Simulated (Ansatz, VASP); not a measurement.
# Zr2HS4 in VASP and in Ansatz

Contents of INCAR:

```
SYSTEM = Zr2HS4
PREC = Accurate ; ENCUT = 400
EDIFF = 1E-6 ; ISMEAR = 0
SIGMA = 0.05 ; LREAL = .FALSE.
LASPH = .TRUE. ; NELM = 120
ALGO = Normal ; ISIF = 2
LWAVE = .FALSE. ; LCHARG = .FALSE.
LDIPOL = .TRUE. ; IDIPOL = 3
DIPOL = 0.5 0.5 0.296 ; GGA = PE
IVDW = 12 ; NBANDS = 62
GGA_COMPAT = .FALSE. ; NELMDL = -8
```

KPOINTS

```
regular mesh
0
G
  6 6 1
  0 0 0
```

File POSCAR:

```
Zr2HS4
1.0
    7.2976778227      0.0000000000      0.0000000000
   -3.6488389114      6.3199743831      0.0000000000
    0.0000000000      0.0000000000     20.9171506047
S Zr H
8 4 2
Direct
    0.3333333333      0.1666666667      0.1912306354
    0.3333333333      0.6666666667      0.1912306354
    0.8333333333      0.1666666667      0.1912306354
    0.8333333333      0.6666666667      0.1912306354
    0.1666666667      0.3333333333      0.3306927762
    0.1666666667      0.8333333333      0.3306927762
    0.6666666667      0.3333333333      0.3306927762
    0.6666666667      0.8333333333      0.3306927762
    0.0000000000      0.0000000000      0.2609617058
    0.0000000000      0.5000000000      0.2609617058
    0.5000000000      0.0000000000      0.2609617058
    0.5000000000      0.5000000000      0.2609617058
    0.2969803379      0.7030196621      0.5028003481
    0.3696863288      0.6303136712      0.5028003481
```

Input for Ansatz:

```yaml
crystal:
  lattice:
    - [7.2976778227, 0.0, 0.0]
    - [-3.6488389114, 6.3199743831, 0.0]
    - [0.0, 0.0, 20.9171506047]
  atoms:
    - { symbol: S, position: [0.3333333333, 0.1666666667, 0.1912306354] }
    - { symbol: S, position: [0.3333333333, 0.6666666667, 0.1912306354] }
    - { symbol: S, position: [0.8333333333, 0.1666666667, 0.1912306354] }
    - { symbol: S, position: [0.8333333333, 0.6666666667, 0.1912306354] }
    - { symbol: Zr, position: [0.0, 0.0, 0.2609617058] }
    - { symbol: Zr, position: [0.0, 0.5, 0.2609617058] }
    - { symbol: Zr, position: [0.5, 0.0, 0.2609617058] }
    - { symbol: Zr, position: [0.5, 0.5, 0.2609617058] }
    - { symbol: S, position: [0.1666666667, 0.3333333333, 0.3306927762] }
    - { symbol: S, position: [0.1666666667, 0.8333333333, 0.3306927762] }
    - { symbol: S, position: [0.6666666667, 0.3333333333, 0.3306927762] }
    - { symbol: S, position: [0.6666666667, 0.8333333333, 0.3306927762] }
    - { symbol: H, position: [0.2969803379, 0.7030196621, 0.5028003481] }
    - { symbol: H, position: [0.3696863288, 0.6303136712, 0.5028003481] }
basis:
  ecutwfc: 420
kpoints:
  mp_grid: { grid: [6, 6, 1] }
hamiltonian:
  xc: pbe
  pseudopotentials: { kind: paw, azcp: { folder: soft_1 } }
  dispersion: d3bj
scf:
  occupations: { method: gaussian, width: 0.05 }
output:
  forces: true
  eigenvalues: true
efield:
  axis: 3
  dipole_correction: true
  ramp_width: 0.04
```

Alike in both runs: task single point; functional PBE; dispersion D3(BJ); k mesh 6 × 6 × 1; occupations gaussian, width 0.05 eV; no spin polarisation.

```csv
,VASP,Ansatz
version,VASP 6.6.1,Ansatz 0.2.0
potentials or method,"VASP PAW PBE potentials, release 64 (S, Zr_sv, H), cutoff 400 eV","scalar-relativistic, plane waves, PAW"
valence electrons in the cell,98,98
```

Ansatz gave:

| Property | Result |
| --- | --- |
| gap on the k mesh at the Fermi level (eV) | 1.10 |
| least direct gap on the mesh (eV) | 1.10 |
| rms of the force components (eV/Å) | 0.755 |

**Question.** Estimate VASP's values.

**Answer.** gap on the k mesh at the Fermi level (eV): 1.10; least direct gap on the mesh (eV): 1.10; rms of the force components (eV/Å): 0.745.
